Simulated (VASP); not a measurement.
## Hf: single point with PBE

The system is Hf.

```
Hf
1.0
     3.20577    0.00000    0.00000
    -1.60288    2.77628    0.00000
     0.00000    0.00000    5.05891
Hf
2
Direct
  0.66667 0.33333 0.75000
  0.33333 0.66667 0.25000
```

```yaml
Program: VASP 6.6.1
Task: single point
Functional: PBE
Potentials_or_basis: VASP PAW PBE potentials, release 64 (Hf_pv)
Cutoff: 520 eV
k_mesh: 10 × 10 × 5
Occupations: fermi-dirac, width 0.05 eV
Spin: no spin polarisation
```

| Item | Value |
| --- | --- |
| Pressure | -0.5 GPa |
| Band gap on the k mesh | zero (band 10 reaches 6.05 eV, above the bottom of band 11 at 4.56 eV) |

Stress tensor (GPa, compression positive):
```
-0.43  0.00  0.00
 0.00 -0.43  0.00
 0.00  0.00 -0.55
```

Levels at points of the mesh, in eV from the Fermi level:
| k point | band 8 | band 9 | band 10 | band 11 | band 12 | band 13 |
| --- | --- | --- | --- | --- | --- | --- |
| (0.00, 0.00, 0.00) | -3.67 | 0.65 | 1.18 | 1.18 | 1.49 | 2.01 |
| (0.50, 0.00, 0.00) | -2.71 | -2.19 | -0.81 | 0.79 | 0.89 | 1.70 |

Run time: 24 s on 1 thread of AMD EPYC 7R13 Processor (Zen 3), with other jobs on the host, peak memory 0.14 GiB.

Caveat: spin-orbit coupling is left out, which moves the levels of the heavy elements.
